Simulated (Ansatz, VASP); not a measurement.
One calculation of MgSn2N2, two programs

```
Mg Sn N
1.0
     3.64822    0.00000    0.00000
    -1.82411    3.15945    0.00000
     0.00000    0.00000    8.21302
Mg Sn N
1 2 2
Direct
  0.33333 0.66667 0.96060
  0.33333 0.66667 0.31781
  0.66667 0.33333 0.66785
  0.33333 0.66667 0.65012
  0.66667 0.33333 0.40362
```

Change from the starting cell: the structure that the rattled cell fell into.

Alike in both runs: task relaxation of cell and atoms; functional PBE; k mesh 6 × 6 × 2; occupations gaussian, width 0.1 eV; no spin polarisation.

|  | VASP | Ansatz |
| --- | --- | --- |
| version | VASP 6.6.1 | Ansatz 0.2.0 |
| potentials or method | VASP PAW PBE potentials, release 64 (Mg, Sn_d, N), cutoff 600 eV | scalar-relativistic, plane waves, PAW |
| valence electrons in the cell | 40 | 48 |

Ansatz gave:

```
gap on the k mesh at the Fermi level, each at its own relaxed structure (eV) : none
relaxed volume (Å³/atom)                                                     : 19.20
relaxed length of the cell vector where the two differ most in proportion (Å)              : 9.147
```

Question: Estimate VASP's values.

Answer: gap on the k mesh at the Fermi level, each at its own relaxed structure (eV): none; relaxed volume (Å³/atom): 19.10; relaxed length of the cell vector where the two differ most in proportion (Å): 9.110.

A gap of «none» marks a metal or a gap that the smearing closes. VASP's potentials hold 40 valence electrons a cell and Ansatz's 48, so a difference there can come from the potentials and not from the codes.

The k mesh is coarse, so the values compare programs but aren't converged.
